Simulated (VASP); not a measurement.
A run of VASP 6.6.1 is set up as follows.

INCAR

```
ALGO = Fast
EDIFF = 1E-7
ENCUT = 520
ISIF = 2
ISMEAR = 0
LASPH = T
LCHARG = T
LELF = T
LREAL = F
LVHAR = T
LWAVE = F
NBANDS = 12
NELM = 60
PREC = Accurate
SIGMA = 0.15
```

File KPOINTS:

```
k-points
0
Gamma
  24 24 24
```

The input POSCAR:

```
Cu
1.0
   -1.4223222088      1.4223222088      1.2965889255
    1.4223222088     -1.4223222088      1.2965889255
    1.4223222088      1.4223222088     -1.2965889255
Cu
1
Direct
    0.0000000000      0.0000000000      0.0000000000
```

Potentials or basis: VASP PAW LDA potentials, release 64 (Cu).

Command:

```console
$ cat potpaw_LDA.64/Cu/POTCAR > POTCAR
$ mpirun -np 1 vasp_std > vasp.out
```

Task: What does it give for the band gap on the k mesh?

Result: Zero (an odd number of electrons rules out a gap without spin polarisation).

Task: Estimate the pressure.

Result: 10.2 GPa.

Stress tensor (GPa, compression positive):
```
 9.78  0.00  0.00
 0.00  9.78  0.00
 0.00  0.00 11.03
```

Caveat: the cell stands under pressure.
